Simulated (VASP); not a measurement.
# H2ClF in VASP: further runs

H2ClF is run at these levels: PBE; tasks: single point.

Everything below comes from runs of VASP 6.6.1. Logs are shortened: lines on timing, memory, paths and dates and some standing lists are left out, and cuts for length are marked.

## 1. The cell of the first run

The cell holds a disordered packing, 24 atoms: a = 8.247 Å, b = 8.247 Å, c = 8.247 Å, α = 90.00°, β = 90.00°, γ = 90.00°.

## 2. Single point, PBE

File INCAR:

```
PREC = Accurate
ENCUT = 910
EDIFF = 1E-6
ISMEAR = -1
SIGMA = 0.05
LREAL = Auto
LASPH = T
NELM = 120
ALGO = Normal
ISIF = 2
LWAVE = F
LCHARG = T
GGA = PE
LELF = T
LVHAR = T
NBANDS = 66
GGA_COMPAT = F
```

File KPOINTS:

```
Automatic mesh
0
Gamma
  1 1 1
```

File POSCAR:

```
H2ClF
1.0
    8.2474740000      0.0000000000      0.0000000000
    0.0000000000      8.2474740000      0.0000000000
    0.0000000000      0.0000000000      8.2474740000
Cl H F
6 12 6
Direct
    0.1044498828      0.4481023128      0.6729680358
    0.7383422120      0.0575295946      0.6679474663
    0.3104166887      0.1330754210      0.2714951454
    0.7182295532      0.8346463345      0.0297765047
    0.3687613730      0.8539332890      0.6824833372
    0.4925117345      0.3067192552      0.9477625068
   -0.0218585574      0.5318121320      0.6134372534
    0.5901540528      0.0004649097      0.6733014131
    0.3014996851      0.2874828094      0.3168647713
    0.7701939838      0.9274289218     -0.0889746178
    0.2690344547      0.9244928567      0.7845378256
    0.4212035089      0.2229987138      1.0676370591
    0.0299412725      0.3380435017     -0.1394725167
    0.8817106441      0.8359749237      0.2152445372
    0.4225419174      0.5143096154      0.3001559321
    1.0733603849      1.1008442523      0.9381944934
    0.5690979109      0.4605274225      0.1111958579
    0.8783017544      0.7130370928      0.4475553754
    0.0059309688      0.2700455634     -0.0443210211
    0.9455933433      0.8270462610      0.3127321937
    0.3185612935      0.4875169920      0.3455477505
    1.1091819651      0.9893404087      0.9248743720
    0.5867923463      0.5287134101      0.2059769882
    0.8378443266      0.6395209060      0.5300723365
```

Potentials or basis: VASP PAW PBE potentials, release 64 (Cl, H_h, F_h).

The run is started by

```console
cat potpaw_PBE.64/Cl/POTCAR potpaw_PBE.64/H_h/POTCAR potpaw_PBE.64/F_h/POTCAR > POTCAR
mpirun -np 1 vasp_gam > vasp.out
```

OUTCAR:

```text
PREC = Accurate
   ENCUT = 910
   EDIFF = 1E-6
   ISMEAR = -1
   LREAL = Auto
   LASPH = T
   NELM = 120
   ISIF = 2
   GGA = PE

 ion  position               nearest neighbor table
   1  0.104  0.448  0.673-   7 1.34
   2  0.738  0.058  0.668-   8 1.31
   3  0.310  0.133  0.271-   9 1.33
   4  0.718  0.835  0.030-  10 1.31
   5  0.369  0.854  0.682-  11 1.31
   6  0.493  0.307  0.948-  12 1.34
[... 16 lines left out ...]
  23  0.587  0.529  0.206-  17 0.97
  24  0.838  0.640  0.530-  18 0.97

  LATTYP: Found a simple cubic cell.
 ALAT       =     8.2474740000

  Lattice vectors:

 A1 = (   8.2474740000,   0.0000000000,   0.0000000000)
 A2 = (   0.0000000000,   8.2474740000,   0.0000000000)
 A3 = (   0.0000000000,   0.0000000000,   8.2474740000)

Analysis of symmetry for initial positions (statically):
=====================================================================
 Subroutine PRICEL returns:
 Original cell was already a primitive cell.

 Routine SETGRP: Setting up the symmetry group for a
 simple cubic supercell.

 Subroutine GETGRP returns: Found  1 space group operations
 (whereof  1 operations were pure point group operations)
 out of a pool of 48 trial point group operations.

The static configuration has the point symmetry C_1 .

Analysis of symmetry for dynamics (positions and initial velocities):
=====================================================================
 Subroutine PRICEL returns:
 Original cell was already a primitive cell.

 Routine SETGRP: Setting up the symmetry group for a
 simple cubic supercell.

 Subroutine GETGRP returns: Found  1 space group operations
 (whereof  1 operations were pure point group operations)
 out of a pool of 48 trial point group operations.

The dynamic configuration has the point symmetry C_1 .

 Subroutine INISYM returns: Found  1 space group operations
 (whereof  1 operations are pure point group operations),
 and found     1 'primitive' translations

----------------------------------------------------------------------------------------

                                     Primitive cell

  volume of cell :     561.0000

  direct lattice vectors                    reciprocal lattice vectors
     8.247474000  0.000000000  0.000000000     0.121249246  0.000000000  0.000000000
     0.000000000  8.247474000  0.000000000     0.000000000  0.121249246  0.000000000
     0.000000000  0.000000000  8.247474000     0.000000000  0.000000000  0.121249246

  length of vectors
     8.247474000  8.247474000  8.247474000     0.121249246  0.121249246  0.121249246

  position of ions in fractional coordinates (direct lattice)
     0.104449883  0.448102313  0.672968036
     0.738342212  0.057529595  0.667947466
     0.310416689  0.133075421  0.271495145
     0.718229553  0.834646335  0.029776505
     0.368761373  0.853933289  0.682483337
     0.492511734  0.306719255  0.947762507
[... 16 lines left out ...]
     0.586792346  0.528713410  0.205976988
     0.837844327  0.639520906  0.530072336

  ion indices of the primitive-cell ions
   primitive index   ion index
                 1           1
                 2           2
                 3           3
                 4           4
                 5           5
                 6           6
[... 16 lines left out ...]
                23          23
                24          24

----------------------------------------------------------------------------------------

 KPOINTS: Automatic mesh

Automatic generation of k-mesh.
 Grid dimensions read from file:
 generate k-points for:    1    1    1

 Generating k-lattice:

  Cartesian coordinates                     Fractional coordinates (reciprocal lattice)
     0.121249246  0.000000000  0.000000000     1.000000000  0.000000000  0.000000000
     0.000000000  0.121249246  0.000000000     0.000000000  1.000000000  0.000000000
     0.000000000  0.000000000  0.121249246     0.000000000  0.000000000  1.000000000

  Length of vectors
     0.121249246  0.121249246  0.121249246

  Shift w.r.t. Gamma in fractional coordinates (k-lattice)
[... 37 lines left out ...]
   TEBEG  =    0.0;   TEEND  =   0.0 temperature during run
   PSTRESS=    0.0 pullay stress
   NELECT =      96.0000    total number of electrons
   NUPDOWN=      -1.0000    fix difference up-down
   EMIN   =  10.00;   EMAX   =-10.00  energy-range for DOS
   EFERMI =   0.00;   METHOD = LEGACY
   ISMEAR =    -1;   SIGMA  =   0.05  broadening in eV -4-tet -1-fermi 0-gaus
   EFERMI_NEDOS =   21; number of points for ismear=-14 and -15
   IALGO  =     38    algorithm
   IMIX   =      4    mixing-type and parameters
     AMIX     =   0.40;   BMIX     =  1.00
     AMIX_MAG =   1.60;   BMIX_MAG =  1.00
  volume/ion in A,a.u.               =      23.38       157.74
  Fermi-wavevector in a.u.,A,eV,Ry     =   0.908889  1.717552 11.239496  0.826080
  Thomas-Fermi vector in A             =   2.032869
   LORBIT       =      0    0 simple, 1 ext, 2 COOP (PROOUT), +10 PAW based schemes
   GGA     = PE    functional components
   LHFCALC =     F    Hartree Fock is set to
   AEXX    =    0.0000 exact exchange contribution
   IVDW    =     0    specifies the selected vdW correction
   LEPSILON=     F    determine dielectric tensor
   LRPA    =     F    only Hartree local field effects (RPA)
 non-spin polarized calculation
  energy-cutoff  :      910.00
  volume of cell :      561.00
 maximum number of plane-waves:     17517
 NGX is ok and might be reduce to    84
   NGX = 41   NGY = 41   NGZ = 41

 number of electron      96.0000001 magnetization

 Free energy of the ion-electron system (eV)
  ---------------------------------------------------
  ext. energy  EPLUGINS =         0.00000000
  ---------------------------------------------------
  free energy    TOTEN  =       -87.16299779 eV

  energy without entropy =      -87.16299779  energy(sigma->0) =      -87.16299779

 E-fermi :  -3.5674     XC(G=0):  -5.5111

 val. band max:       -4.8793575066   @ k =   0.0000   0.0000   0.0000
 cond. band min:       1.0496252012   @ k =   0.0000   0.0000   0.0000
 fundamental gap:      5.9289827078
 Fermi energy:        -3.5674175300

 k-point     1 :       0.0000    0.0000    0.0000
  band No.  band energies     occupation
      1     -27.6732      2.00000
      2     -27.6047      2.00000
      3     -27.4361      2.00000
      4     -27.0112      2.00000
      5     -26.9716      2.00000
      6     -26.5563      2.00000
[... 52 lines left out ...]
     59       3.9918      0.00000
     60       4.4228      0.00000
 [bands above 60 left out]

------------------------ aborting loop because EDIFF is reached ----------------------------------------

  FORCE on cell =-STRESS in cart. coord.  units (eV):
  Direction    XX          YY          ZZ          XY          YZ          ZX
  --------------------------------------------------------------------------------------
  -------------------------------------------------------------------------------------
  Total       -0.3035516     -0.3244471     -0.5870075      0.4871253      0.3133090     -0.1737207
  in kB       -0.8669226     -0.9265987     -1.6764530      1.3911962      0.8947888     -0.4961345
  external PRESSURE =      -1.1566581 kB  Pullay stress =       0.0000000 kB

 VOLUME and BASIS-vectors are now :
 -----------------------------------------------------------------------------
  energy-cutoff  :      910.00
  volume of cell :      561.00
      direct lattice vectors                 reciprocal lattice vectors
     8.247474000  0.000000000  0.000000000     0.121249246  0.000000000  0.000000000
     0.000000000  8.247474000  0.000000000     0.000000000  0.121249246  0.000000000
     0.000000000  0.000000000  8.247474000     0.000000000  0.000000000  0.121249246

 POSITION                                       TOTAL-FORCE (eV/Angst)
 -----------------------------------------------------------------------------------
      0.86145      3.69571      5.55029        -0.127034      0.150198     -0.116615
      6.08946      0.47447      5.50888         0.091464      0.029435     -0.024802
      2.56015      1.09754      2.23915        -0.026474      0.144856      0.037301
      5.92358      6.88372      0.24558         0.024992      0.025606     -0.058430
      3.04135      7.04279      5.62876        -0.137052      0.048577      0.088353
      4.06198      2.52966      7.81665        -0.060040     -0.092755      0.092600
[... 16 lines left out ...]
      4.83955      4.36055      1.69879        -0.014124     -0.011151     -0.010050
      6.91010      5.27443      4.37176         0.021063      0.047324     -0.013664
 -----------------------------------------------------------------------------------
    total drift:                               -0.045552     -0.000348     -0.020676

  FREE ENERGIE OF THE ION-ELECTRON SYSTEM (eV)
  ---------------------------------------------------
  free  energy   TOTEN  =       -87.1629977930 eV

  energy  without entropy=      -87.1629977929  energy(sigma->0) =      -87.16299779
```

Wall time 4.6 min (1 thread of AMD EPYC 7R43 (Zen 3), shared host); peak memory 0.98 GiB.

What came out:

| Property | Result |
| --- | --- |
| Free energy | -87.1630 eV |
| Pressure | -0.1 GPa |
| Largest force | 0.229 eV/Å |

Forces on the atoms (eV/Å):
```
Cl  -0.127  0.150 -0.117
Cl   0.091  0.029 -0.025
Cl  -0.026  0.145  0.037
Cl   0.025  0.026 -0.058
Cl  -0.137  0.049  0.088
Cl  -0.060 -0.093  0.093
H    0.158 -0.106  0.079
H   -0.015 -0.018 -0.003
H    0.008 -0.145 -0.020
H   -0.021 -0.058  0.082
H    0.022 -0.049 -0.047
H    0.038  0.060 -0.094
H   -0.071 -0.113  0.150
H    0.009  0.008 -0.023
H    0.180  0.060 -0.073
H    0.035 -0.114 -0.026
H    0.031  0.034  0.021
H   -0.006 -0.032 -0.009
F   -0.005  0.197 -0.104
F   -0.018 -0.025  0.011
F   -0.173 -0.038  0.115
F    0.053 -0.003 -0.050
F   -0.014 -0.011 -0.010
F    0.021  0.047 -0.014
```

Stress tensor (GPa, compression positive):
```
-0.09  0.14 -0.05
 0.14 -0.09  0.09
-0.05  0.09 -0.17
```

Caveat: the k points lie up to 0.76 Å⁻¹ apart; the cutoff is under 1.25 times the usual one of these potentials, so pressure, stress and relaxed cells hold a basis-set (Pulay) error.

## 3. Single point, PBE

File INCAR:

```
ALGO     = Normal         # electronic algorithm
EDIFF    = 1E-6           # SCF threshold, eV
ENCUT    = 910            # plane-wave cutoff, eV
GGA      = PE             # functional
GGA_COMPAT= False        
ISIF     = 2              # what is computed and relaxed
ISMEAR   = -1             # smearing method
LASPH    = True           # aspherical terms in the spheres
LCHARG   = False          # write CHGCAR
LREAL    = Auto         
LWAVE    = False          # write WAVECAR
NBANDS   = 66             # bands
NELM     = 120            # most SCF steps
PREC     = Accurate       # precision mode
SIGMA    = 0.05           # smearing width, eV
```

File KPOINTS:

```
k-points
0
Gamma
  1 1 1
```

File POSCAR:

```
H2ClF
1.0
    8.2474740000      0.0000000000      0.0000000000
    0.0000000000      8.2474740000      0.0000000000
    0.0000000000      0.0000000000      8.2474740000
Cl H F
6 12 6
Direct
   -0.2264087162      0.4295860769      0.5501442017
    0.7347825528      0.1215523686      0.8457134875
    0.3458513479      0.1900339425      0.2233289853
    0.9803122750      0.5273008439      0.1583515147
    0.1994065092      1.0908794620      0.6232211220
    0.4186857697      0.4658274764      0.8458953614
   -0.1303186891      0.5250456079      0.4673188421
    0.7621727574     -0.0285784472      0.8024760066
    0.2942112943      0.1283302015      0.3500586968
    0.9671082322      0.3751815404      0.1694821954
    0.1898035689      0.9356561779      0.6110961975
    0.4133265531      0.3294584499      0.7612148883
    0.1845898514      0.1885425768     -0.0753927809
    0.9880722267      1.0337589424      0.1124223005
    0.3299191971      0.7786869046      0.5222811251
    1.1972393002      0.7544491804      0.9257864893
    0.6770679119      0.2653175991      0.3111376889
    0.5662218517      0.6575467834      0.7000446440
    0.0985150120      0.2261298429     -0.1174420192
    1.0379177916      1.0997427819      0.1892700723
    0.2690884506      0.7558556717      0.6157521685
    1.2524319567      0.7664286059      1.0366689243
    0.7467013537      0.1928954247      0.2507798145
    0.5985590255      0.7140246820      0.5914659446
```

Potentials or basis: VASP PAW PBE potentials, release 64 (Cl, H_h, F_h).

The run is started by

```console
cat potpaw_PBE.64/Cl/POTCAR potpaw_PBE.64/H_h/POTCAR potpaw_PBE.64/F_h/POTCAR > POTCAR
mpirun -np 1 vasp_gam > vasp.out
```

Wall time 3.4 min (1 thread of Intel Xeon Platinum 8375C at 2.90GHz (Ice Lake), shared host); peak memory 1 GiB.

The run converged. Its results:

* Free energy: -83.7268 eV
* Pressure: 0.8 GPa
* Largest force: 6.547 eV/Å

Forces in eV/Å, atoms in the order of the input:
```
Cl   0.637 -0.099 -0.237
Cl   0.031 -0.769 -0.090
Cl   1.476  1.046 -1.463
Cl   0.066  0.959  0.034
Cl   0.067  0.472 -0.774
Cl   0.047 -0.701 -0.333
H   -0.407 -0.326  0.134
H   -0.203  0.616  0.045
H   -0.770 -0.707  1.506
H   -0.138 -1.026  0.032
H    0.044 -0.246  0.027
H    0.130  0.820  0.361
H    5.314 -2.290  2.852
H   -0.272  0.042 -0.076
H    0.442 -0.280  0.010
H    1.668  0.216  3.238
H    0.853 -0.877 -0.644
H    0.774  1.252 -3.119
F   -5.581  2.805 -1.960
F   -0.197 -0.302  0.077
F   -0.265 -0.473 -0.101
F   -1.611 -0.161 -3.305
F   -0.991  0.924  0.658
F   -1.111 -0.896  3.128
```

Stress tensor (GPa, compression positive):
```
 1.86 -0.71 -0.10
-0.71  0.95 -0.01
-0.10 -0.01 -0.43
```

Levels at points of the mesh, in eV from the Fermi level:
| k point | band 46 | band 47 | band 48 | band 49 | band 50 | band 51 |
| --- | --- | --- | --- | --- | --- | --- |
| (0.00, 0.00, 0.00) | -1.51 | -1.40 | -1.32 | 3.40 | 4.90 | 5.10 |

Caveat: the k points lie up to 0.76 Å⁻¹ apart; the cutoff is under 1.25 times the usual one of these potentials, so pressure, stress and relaxed cells hold a basis-set (Pulay) error; the atoms stand as in a frame of molecular dynamics.

## 4. Single point, PBE

File INCAR:

```
SYSTEM = H2ClF
PREC = Accurate
ENCUT = 910
EDIFF = 1E-6
ISMEAR = -1
SIGMA = 0.05
LREAL = Auto
LASPH = .True.
NELM = 120
ALGO = Normal
ISIF = 2
LWAVE = .False.
LCHARG = .True.
GGA = PE
LELF = .True.
LVHAR = .True.
NBANDS = 66
GGA_COMPAT = .False.
```

File KPOINTS:

```
regular mesh
0
Gamma
  1 1 1
  0 0 0
```

File POSCAR:

```
H2ClF
1.0
    8.2474740000      0.0000000000      0.0000000000
    0.0000000000      8.2474740000      0.0000000000
    0.0000000000      0.0000000000      8.2474740000
Cl H F
6 12 6
Direct
   -0.0005698715      0.3860333479      0.6024026265
    0.7049673633      0.0441711001      0.8057254864
    0.2885125797      0.1577695183      0.2581517687
    0.7826275051      0.7114784478      0.0068869571
    0.2129621748      1.0183966630      0.6330544358
    0.5266824727      0.4045481077      0.9282114742
   -0.0082934484      0.2561632810      0.5183162748
    0.8488295932      0.1198063795      0.7767832915
    0.3129321778      0.3078882092      0.1800551296
    0.7638459970      0.8412878901     -0.1009157471
    0.2120770554      1.1593974106      0.5570796586
    0.4830812440      0.2565270288      0.9757411785
    0.1386000126      0.2035411085     -0.0126705462
    1.0178025417      1.0039801277      0.2654509732
    0.2387155146      0.5268400967      0.4813716297
    1.2511830895      1.0431921337      0.9574810421
    0.7369286645      0.3785643944      0.4325324336
    0.8490478418      0.6718541944      0.7022028805
    0.0439771014      0.2793825115     -0.0452259686
    0.9193724042      1.0454473697      0.2476758338
    0.2858450963      0.4588313949      0.4065972199
    1.1667329900      0.9728190716      0.9900728393
    0.6755159216      0.4486949580      0.3631778651
    0.7735095618      0.6978985323      0.6229664986
```

The run is started by

```console
cat potpaw_PBE.64/Cl/POTCAR potpaw_PBE.64/H_h/POTCAR potpaw_PBE.64/F_h/POTCAR > POTCAR
mpirun -np 1 vasp_gam > vasp.out
```

Run time: 4.9 min. Hardware: 1 thread of AMD EPYC 7R43 (Zen 3), shared host; peak memory 0.99 GiB.

Results (log left out):

| Item | Value |
| --- | --- |
| Free energy | -83.3963 eV |
| Pressure | -0.2 GPa |
| Largest force | 4.043 eV/Å |

Forces in eV/Å, atoms in the order of the input:
```
Cl  -0.402  0.158  0.273
Cl   1.331  1.059 -0.694
Cl   0.826  2.064 -1.387
Cl   0.039  0.946 -0.965
Cl   0.006  0.533 -0.395
Cl  -0.603 -1.070  0.468
H   -0.033 -0.212 -0.374
H   -1.382 -0.681  0.525
H   -0.345 -1.933  1.333
H    0.211 -1.238  1.275
H    0.270 -0.710  0.406
H    0.524  1.095 -0.407
H   -3.348  2.176 -0.639
H    2.317 -1.051  0.233
H   -0.348  0.524  0.505
H    0.019 -0.939 -0.016
H   -0.652  0.903 -0.706
H    0.074 -0.102  0.527
F    2.746 -1.894  0.814
F   -2.485  1.081 -0.157
F    0.564 -0.148 -0.508
F    0.259  0.145 -0.247
F    0.569 -0.841  0.621
F   -0.158  0.135 -0.483
```

Stress tensor (GPa, compression positive):
```
 0.04 -0.64 -0.10
-0.64 -0.83  1.55
-0.10  1.55  0.24
```

Levels at points of the mesh, in eV from the Fermi level:
| k point | band 45 | band 46 | band 47 | band 48 | band 49 | band 50 | band 51 | band 52 |
| --- | --- | --- | --- | --- | --- | --- | --- | --- |
| (0.00, 0.00, 0.00) | -2.09 | -1.92 | -1.38 | -1.21 | 2.90 | 3.97 | 4.08 | 4.47 |

Caveat: the k points lie up to 0.76 Å⁻¹ apart; the cutoff is under 1.25 times the usual one of these potentials, so pressure, stress and relaxed cells hold a basis-set (Pulay) error; the atoms stand as in a frame of molecular dynamics.

## 5. Summary

| cell | pressure (GPa) | largest force (eV/Å) |
| --- | --- | --- |
| as given, atomic positions A | -0.1 | 0.23 |
| as given, atomic positions B | 0.8 | 6.55 |
| as given, atomic positions C | -0.2 | 4.04 |

Alike in all rows: task single point; level PBE; potentials or basis VASP PAW PBE potentials, release 64 (Cl, H_h, F_h); no spin polarisation; k mesh 1 × 1 × 1; cutoff (eV) 910; smearing fermi-dirac 0.05 eV.

Caveats: all runs use coarse meshes; the cutoff is under 1.25 times the usual one of these potentials, so pressure, stress and relaxed cells hold a basis-set (Pulay) error; the atoms stand as in a frame of molecular dynamics (at least some runs).

Absolute energies hang on the potentials; compare differences alone.
